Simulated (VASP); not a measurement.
A run of VASP 6.6.1 is set up as follows.

File INCAR:

```
  PREC = Accurate
  ENCUT = 600
  EDIFF = 1E-6
  ISMEAR = -1
  SIGMA = 0.05
  LREAL = False
  LASPH = True
  NELM = 150
  ALGO = Normal
  ISIF = 3
  LWAVE = False
  LCHARG = False
  LMAXMIX = 4
  LDAU = True
  LDAUTYPE = 2
  LDAUL = 2 -1
  LDAUU = 8 0
  LDAUJ = 0 0
  LDAUPRINT = 1
  GGA = PE
  IBRION = 2
  NSW = 60
  EDIFFG = -0.01
```

File KPOINTS:

```
Automatic mesh
0
Gamma
  10 10 9
```

The input POSCAR:

```
WC
1.0
    2.9065000000      0.0000000000      0.0000000000
   -1.4532500000      2.5171028361      0.0000000000
    0.0000000000      0.0000000000      2.8366000000
W C
1 1
Direct
    0.0000000000      0.0000000000      0.0000000000
    0.6666666667      0.3333333333      0.5000000000
```

Potentials or basis: VASP PAW PBE potentials, release 64 (W_sv, C).

Launch:

```bash
$ cat potpaw_PBE.64/W_sv/POTCAR potpaw_PBE.64/C/POTCAR > POTCAR
$ mpirun -np 1 vasp_std > vasp.out
```

(1) Estimate the relaxed cell.

(2) Estimate the space group after relaxing (to 0.1 Å).

Answers

(1) a = 2.972 Å, b = 2.972 Å, c = 2.893 Å, α = 90.00°, β = 90.00°, γ = 120.00°.

(2) P-6m2 (No. 187).

Caveat: U without spin polarisation on a metal has little footing; the U is typed as a test and isn't derived for this compound.
